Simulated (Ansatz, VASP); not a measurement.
**One calculation of C7N, two programs**

Contents of INCAR:

```
ALGO     = Normal         # electronic algorithm
EDIFF    = 1E-6           # SCF threshold, eV
EDIFFG   = -0.04          # ionic threshold
ENCUT    = 600            # plane-wave cutoff, eV
GGA      = PE             # functional
IBRION   = 2              # ionic algorithm
ISIF     = 3              # what is computed and relaxed
ISMEAR   = 0              # smearing method
LASPH    = T              # aspherical terms in the spheres
LCHARG   = F              # write CHGCAR
LREAL    = F              # projectors in reciprocal space
LWAVE    = F              # write WAVECAR
NELM     = 60             # most SCF steps
NSW      = 90             # ionic steps
PREC     = Accurate       # precision mode
SIGMA    = 0.1            # smearing width, eV
```

KPOINTS

```
k-points
0
Gamma
  4 4 4
```

The input POSCAR:

```
C7N
1.0
    0.0000000000      3.5989283300      3.5989283300
    3.5989283300      0.0000000000      3.5989283300
    3.5989283300      3.5989283300      0.0000000000
C N
7 1
Direct
    0.5000000000      0.0000000000      0.0000000000
    0.0000000000      0.5000000000      0.5000000000
    0.0000000000      0.5000000000      0.0000000000
    0.5000000000      0.0000000000      0.5000000000
    0.0000000000      0.0000000000      0.5000000000
    0.5000000000      0.5000000000      0.0000000000
    0.5000000000      0.5000000000      0.5000000000
    0.0000000000      0.0000000000      0.0000000000
```

Input for Ansatz:

```yaml
crystal:
  lattice:
    - [0.0, 3.59892833, 3.59892833]
    - [3.59892833, 0.0, 3.59892833]
    - [3.59892833, 3.59892833, 0.0]
  atoms:
    - { symbol: C, position: [0.5, 0.0, 0.0] }
    - { symbol: C, position: [0.0, 0.5, 0.5] }
    - { symbol: C, position: [0.0, 0.5, 0.0] }
    - { symbol: C, position: [0.5, 0.0, 0.5] }
    - { symbol: C, position: [0.0, 0.0, 0.5] }
    - { symbol: C, position: [0.5, 0.5, 0.0] }
    - { symbol: C, position: [0.5, 0.5, 0.5] }
    - { symbol: "N", position: [0.0, 0.0, 0.0] }
basis:
  ecutwfc: 420
kpoints:
  mp_grid: { grid: [4, 4, 4] }
hamiltonian:
  xc: pbe
scf:
  occupations: { method: gaussian, width: 0.1 }
  lower_state_search: "off"
output:
  forces: true
  stress: true
  eigenvalues: true
relax:
  adjacent_minimum: "off"
  f_tol: 0.04
  max_steps: 70
  cell: { stress_tol: 0.4 }
```

Change from the starting cell: species swapped into the Zn7Tc type (Fm-3m, No. 225).

Alike in both runs: task relaxation of cell and atoms; functional PBE; k mesh 4 × 4 × 4; occupations gaussian, width 0.1 eV; no spin polarisation.

|  | VASP | Ansatz |
| --- | --- | --- |
| version | VASP 6.6.1 | Ansatz 0.2.0 |
| potentials or method | VASP PAW PBE potentials, release 64 (C, N), cutoff 600 eV | scalar-relativistic, plane waves, PAW |
| valence electrons in the cell | 33 | 33 |

|  | VASP | Ansatz | Ansatz less VASP |
| --- | --- | --- | --- |
| gap on the k mesh at the Fermi level, each at its own relaxed structure (eV) | none | none | - |
| relaxed volume (Å³/atom) | 7.51 | 7.47 | -0.042 |
| relaxed cell length with the largest relative difference (Å) | 4.396 | 4.388 | -0.0081 |

A gap of «none» marks a metal or a gap that the smearing closes.

The k mesh is coarse, so the values compare programs but aren't converged. Noted on VASP's run: the volume moved by over 15 % at a fixed basis, so the end points are rough; too few bands were computed for a metal, which touches its energy and stress.
